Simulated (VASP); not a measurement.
Set up this calculation in VASP 6.6.1, as the native input.

```
Task                   : single point
Functional             : r2SCAN
Potentials or basis    : VASP PAW PBE potentials, release 64 (Ti_sv, Al)
Cutoff                 : 520 eV
k mesh                 : 10 × 10 × 10
Occupations            : fermi-dirac, width 0.05 eV
Spin                   : no spin polarisation
Dipole correction      : no
Further INCAR settings : ALGO = Normal; EDIFF = 1e-06; NBANDS = 18
```

The system is TiAl3.

```
Ti Al
1.0
    -1.88528    1.88528    4.22281
     1.88528   -1.88528    4.22281
     1.88528    1.88528   -4.22281
Ti Al
1 3
Direct
  0.00000 0.00000 0.00000
  0.25000 0.75000 0.50000
  0.75000 0.25000 0.50000
  0.50000 0.50000 0.00000
```

The input as run:

POSCAR

```
TiAl3
1.0
   -1.8852778379      1.8852778379      4.2228148271
    1.8852778379     -1.8852778379      4.2228148271
    1.8852778379      1.8852778379     -4.2228148271
Ti Al
1 3
Direct
    0.0000000000      0.0000000000      0.0000000000
    0.2500000000      0.7500000000      0.5000000000
    0.7500000000      0.2500000000      0.5000000000
    0.5000000000      0.5000000000      0.0000000000
```

INCAR.step1

```
SYSTEM = TiAl3
PREC = Accurate
ENCUT = 520
ISMEAR = -1
SIGMA = 0.05
LREAL = .FALSE.
LASPH = .TRUE.
NELM = 80
NBANDS = 18
GGA = PE
ALGO = Normal
EDIFF = 1E-4
LWAVE = .TRUE.
LCHARG = .FALSE.
```

INCAR.step2

```
SYSTEM = TiAl3
PREC = Accurate
ENCUT = 520
EDIFF = 1E-6
ISMEAR = -1
SIGMA = 0.05
LREAL = .FALSE.
LASPH = .TRUE.
NELM = 80
ALGO = Normal
ISIF = 2
LWAVE = .FALSE.
LCHARG = .TRUE.
METAGGA = R2SCAN
LMIXTAU = .TRUE.
LELF = .TRUE.
LVHAR = .TRUE.
NBANDS = 18
ISTART = 1
```

KPOINTS

```
Automatic mesh
0
G
  10 10 10
  0 0 0
```

Potentials or basis: VASP PAW PBE potentials, release 64 (Ti_sv, Al).

Run with:

```sh
$ cat potpaw_PBE.64/Ti_sv/POTCAR potpaw_PBE.64/Al/POTCAR > POTCAR
$ cp INCAR.step1 INCAR
$ mpirun -np 1 vasp_std > vasp.out
$ cp INCAR.step2 INCAR
$ mpirun -np 1 vasp_std > vasp.out
```

Results of the run:

```
Pressure               : 5.1 GPa
Band gap on the k mesh : zero (an odd number of electrons rules out a gap without spin polarisation)
```

Caveat: the cell stands under pressure; the PAW data sets were made with another functional, which shifts forces and pressure a little.

Run time: 10 min on 1 thread of Intel(R) Xeon(R) Platinum 8124M CPU @ 3.00GHz (Skylake/Cascade Lake), with other jobs on the host, peak memory 0.32 GiB.
